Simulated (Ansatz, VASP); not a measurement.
**Ga3Se in VASP and in Ansatz**

The input INCAR:

```
PREC = Accurate
ENCUT = 520
EDIFF = 1E-6
ISMEAR = 0
SIGMA = 0.15
LREAL = F
LASPH = T
NELM = 60
ALGO = Normal
ISIF = 2
LWAVE = F
LCHARG = F
GGA = PS
IVDW = 12
NBANDS = 30
```

File KPOINTS:

```
Automatic mesh
0
Gamma
  12 12 12
```

POSCAR

```
Ga3Se
1.0
    4.2249181734      0.0000000000      0.0000000000
    0.0000000000      4.2249181734      0.0000000000
    0.0000000000      0.0000000000      4.2249181734
Ga Se
3 1
Direct
    0.0000000000      0.5000000000      0.5000000000
    0.5000000000      0.0000000000      0.5000000000
    0.5000000000      0.5000000000      0.0000000000
    0.0000000000      0.0394563855      0.0000000000
```

Input for Ansatz:

```yaml
crystal:
  lattice:
    - [4.2249181734, 0.0, 0.0]
    - [0.0, 4.2249181734, 0.0]
    - [0.0, 0.0, 4.2249181734]
  atoms:
    - { symbol: Ga, position: [0.0, 0.5, 0.5] }
    - { symbol: Ga, position: [0.5, 0.0, 0.5] }
    - { symbol: Ga, position: [0.5, 0.5, 0.0] }
    - { symbol: Se, position: [0.0, 0.0394563855, 0.0] }
basis:
  ecutwfc: 420
kpoints:
  mp_grid: { grid: [12, 12, 12] }
hamiltonian:
  xc: pbesol
  dispersion: d3bj
scf:
  occupations: { method: gaussian, width: 0.15 }
output:
  forces: true
  stress: true
  eigenvalues: true
```

Alike in both runs: task single point; functional PBEsol; dispersion D3(BJ); k mesh 12 × 12 × 12; occupations gaussian, width 0.15 eV; no spin polarisation.

|  | VASP | Ansatz |
| --- | --- | --- |
| version | VASP 6.6.1 | Ansatz 0.2.0 |
| potentials or method | VASP PAW PBE potentials, release 64 (Ga_d, Se), cutoff 520 eV | scalar-relativistic, plane waves, PAW |
| valence electrons in the cell | 45 | 55 |

Ansatz gave:

```
gap on the k mesh at the Fermi level (eV)                     : none
pressure (GPa)                                                : 0.3
traceless stress, the component that is largest in VASP (GPa) : -0.27
rms of the force components (eV/Å)                            : 0.115
```

Task: What did VASP give for the same quantities?

Result: gap on the k mesh at the Fermi level (eV): none; pressure (GPa): 0.5; traceless stress, the component that is largest in VASP (GPa): -0.27; rms of the force components (eV/Å): 0.118.

VASP's potentials were made for PBE, not for PBEsol. Atom by atom the forces differ by 0.003 eV/Å (rms over components). A gap of «none» marks a metal or a gap that the smearing closes. VASP's potentials hold 45 valence electrons a cell and Ansatz's 55, so a difference there can come from the potentials and not from the codes.
